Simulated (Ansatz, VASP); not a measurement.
## Two plane-wave programs on BN

The input POSCAR:

```
BN
1.0
    2.3963030887      0.0000000000      0.0000000000
   -1.1981515443      2.1657893446      0.0000000000
    0.0000000000      0.0000000000      6.8931397728
B N
2 2
Direct
    0.3279845673      0.6559691346      0.2500000000
    0.6720154327      0.3440308654      0.7500000000
    0.6580090538      0.3160181076      0.2500000000
    0.3419909462      0.6839818924      0.7500000000
```

The input INCAR.step1:

```
ALGO     = Normal         # electronic algorithm
EDIFF    = 1E-4           # SCF threshold, eV
ENCUT    = 520            # plane-wave cutoff, eV
GGA      = PE             # functional
ISMEAR   = 0              # smearing method
LASPH    = T              # aspherical terms in the spheres
LCHARG   = F              # write CHGCAR
LREAL    = F              # projectors in reciprocal space
LWAVE    = T              # write WAVECAR
NBANDS   = 16             # bands
NELM     = 100            # most SCF steps
PREC     = Accurate       # precision mode
SIGMA    = 0.01           # smearing width, eV
```

INCAR.step2

```
ALGO     = Normal         # electronic algorithm
EDIFF    = 1E-6           # SCF threshold, eV
ENCUT    = 520            # plane-wave cutoff, eV
ISIF     = 2              # what is computed and relaxed
ISMEAR   = 0              # smearing method
ISTART   = 1            
LASPH    = T              # aspherical terms in the spheres
LCHARG   = T              # write CHGCAR
LELF     = T              # ELF
LMIXTAU  = T            
LREAL    = F              # projectors in reciprocal space
LVHAR    = T            
LWAVE    = F              # write WAVECAR
METAGGA  = R2SCAN         # meta-GGA
NBANDS   = 16             # bands
NELM     = 100            # most SCF steps
PREC     = Accurate       # precision mode
SIGMA    = 0.01           # smearing width, eV
```

KPOINTS

```
k-points
0
Gamma
  12 12 4
```

Input for Ansatz:

```yaml
crystal:
  lattice:
    - [2.3963030887, 0.0, 0.0]
    - [-1.1981515443, 2.1657893446, 0.0]
    - [0.0, 0.0, 6.8931397728]
  atoms:
    - { symbol: B, position: [0.3279845673, 0.6559691346, 0.25] }
    - { symbol: B, position: [0.6720154327, 0.3440308654, 0.75] }
    - { symbol: "N", position: [0.6580090538, 0.3160181076, 0.25] }
    - { symbol: "N", position: [0.3419909462, 0.6839818924, 0.75] }
kpoints:
  mp_grid: { grid: [12, 12, 4] }
  band_path:
    path:
      - [0.0, 0.0, 0.0]
      - [0.5, 0.0, 0.0]
      - [0.3333333333, 0.3333333333, 0.0]
      - [0.0, 0.0, 0.5]
      - [0.5, 0.0, 0.5]
      - [0.3333333333, 0.3333333333, 0.5]
      - [0.388021, 0.304688, 0.0]
      - [0.0, 0.5, 0.0]
    npoints: 1
hamiltonian:
  xc: r2scan
scf:
  occupations: { method: fixed }
  n_extra_bands: 5
output:
  forces: true
  stress: true
  eigenvalues: true
```

Change from the starting cell: uniaxial_x strain -4.2%.

Alike in both runs: task single point; functional r2SCAN; k mesh 12 × 12 × 4; no spin polarisation.

|  | VASP | Ansatz |
| --- | --- | --- |
| version | VASP 6.6.1 | Ansatz 0.2.0 |
| potentials or method | VASP PAW PBE potentials, release 64 (B, N) | plane waves, PAW |
| plane-wave cutoff (eV) | 520 | 500 |
| occupations | gaussian, width 0.01 eV | fixed |
| valence electrons in the cell | 16 | 16 |

Ansatz gave:

| Item | Value |
| --- | --- |
| gap on the k mesh at the Fermi level (eV) | 4.80 |
| pressure (GPa) | 16.8 |
| traceless stress, the component that is largest in VASP (GPa) | 24.33 |

Estimate VASP's values.

gap on the k mesh at the Fermi level (eV): 4.84; pressure (GPa): 17.2; traceless stress, the component that is largest in VASP (GPa): 24.70.

VASP's potentials were made for PBE, not for r2SCAN.
